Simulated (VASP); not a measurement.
Input of a VASP 6.6.1 run:

File INCAR:

```
SYSTEM = TaAs
ALGO = Normal
EDIFF = 1E-6
ENCUT = 510
GGA_COMPAT = .False.
ISIF = 2
ISMEAR = 0
LASPH = .True.
LCHARG = .False.
LREAL = .False.
LWAVE = .False.
NBANDS = 36
NELM = 120
PREC = Accurate
SIGMA = 0.05
```

The input KPOINTS:

```
k-points
0
Gamma
  10 10 10
  0 0 0
```

Contents of POSCAR:

```
TaAs
1.0
    0.0000000000     -3.4436267244      0.0000000000
    3.4436267244      0.0000000000      0.0000000000
   -1.7218133622      1.7218133622      5.8679415361
Ta As
2 2
Direct
    0.4999673000      0.9999673000      0.9999346000
    0.7499673000      0.7499673000      0.4999346000
    0.0826321200      0.5826321200      0.1652642400
    0.3326321200      0.3326321200      0.6652642400
```

Potentials or basis: VASP PAW LDA potentials, release 64 (Ta_sv_GW, As_d).

The run is started by

```bash
$ cat potpaw_LDA.64/Ta_sv_GW/POTCAR potpaw_LDA.64/As_d/POTCAR > POTCAR
$ mpirun -np 1 vasp_std > vasp.out
```

(1) Predict the largest force.

(2) Predict the band gap on the k mesh.

(3) What does it give for the pressure?

Results:

(1) 0.023 eV/Å.

(2) 0.04 eV.

(3) -7.3 GPa.

Caveat: the cell stands under tension; spin-orbit coupling is left out, which moves the levels of the heavy elements.
